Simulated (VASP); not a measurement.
Nb:

```
Nb
1.0
    -1.66395    1.66395    1.66395
     1.66395   -1.66395    1.66395
     1.66395    1.66395   -1.66395
Nb
1
Direct
  0.00000 0.00000 0.00000
```

| Item | Value |
| --- | --- |
| Program | VASP 6.6.1 |
| Task | relaxation of cell and atoms |
| Functional | PBE |
| Dispersion | D3(BJ) |
| Potentials or basis | VASP PAW PBE potentials, release 64 (Nb_sv) |
| Cutoff | 500 eV |
| k mesh | 8 × 8 × 8 |
| Occupations | gaussian, width 0.1 eV |
| Spin | no spin polarisation |

At the start: pressure -9.2 GPa; volume 18.43 Å³/atom.

Q: How do energy, volume and symmetry change on relaxing?

A: Over 3 steps the energy falls by 29.1 meV/atom and the volume is 17.49 Å³/atom (-5.1 %); space group Im-3m (No. 229, to 0.05 Å).

The path:
```
step  energy change (eV)  largest force (eV/Å)  pressure (GPa)  volume (Å³)
   1              0.0000                0.0000           -9.22        18.43
   2              0.0896                0.0000           24.03        15.74
   3             -0.0291                0.0000           -0.36        17.49
```

Final structure:
```cif
data_structure
_symmetry_space_group_name_H-M 'P 1'
_symmetry_Int_Tables_number 1
_cell_length_a 2.8325
_cell_length_b 2.8325
_cell_length_c 2.8325
_cell_angle_alpha 109.471
_cell_angle_beta 109.471
_cell_angle_gamma 109.471
_cell_volume 17.49
loop_
_atom_site_label
_atom_site_type_symbol
_atom_site_fract_x
_atom_site_fract_y
_atom_site_fract_z
_atom_site_occupancy
Nb1 Nb 0.00000 0.00000 0.00000 1
```

Caveat: pairwise dispersion overbinds metals, which lowers pressure and volume.
